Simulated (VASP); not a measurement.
A run of VASP 6.6.1 is set up as follows.

File INCAR:

```
SYSTEM = Se
ALGO = Normal ; EDIFF = 1E-8
ENCUT = 520 ; GGA = PE
ISIF = 2 ; ISMEAR = -1
LASPH = .TRUE. ; LCHARG = .FALSE.
LEFG = .TRUE. ; LREAL = .FALSE.
LWAVE = .FALSE. ; NBANDS = 16
NELM = 60 ; PREC = Accurate
SIGMA = 0.03
```

KPOINTS

```
k-points
0
G
  6 6 5
  0 0 0
```

The input POSCAR:

```
Se
1.0
    4.4518334532      0.0000000000      0.0000000000
   -2.2259167266      3.8554008639      0.0000000000
    0.0000000000      0.0000000000      5.0507540772
Se
3
Direct
    0.2254000000      0.0000000000      0.3333333333
    0.0000000000      0.2254000000      0.6666666667
    0.7746000000      0.7746000000      0.0000000000
```

Potentials or basis: VASP PAW PBE potentials, release 64 (Se).

Run with:

```console
$ cat potpaw_PBE.64/Se/POTCAR > POTCAR
$ mpirun -np 1 vasp_std > vasp.out
```

Q: Estimate the band gap on the k mesh.

A: 1.33 eV (least direct gap 1.40 eV).

Q: Estimate the pressure.

A: -0.3 GPa.

Forces on the atoms (eV/Å):
```
Se  -0.142  0.000  0.000
Se   0.071 -0.123  0.000
Se   0.071  0.123  0.000
```

Caveat: without QUAD_EFG the Cq values of the log hold for a quadrupole moment of 1 mb, not for the nuclei; an odd mesh through Γ misses points on the zone boundary, where band edges can lie.
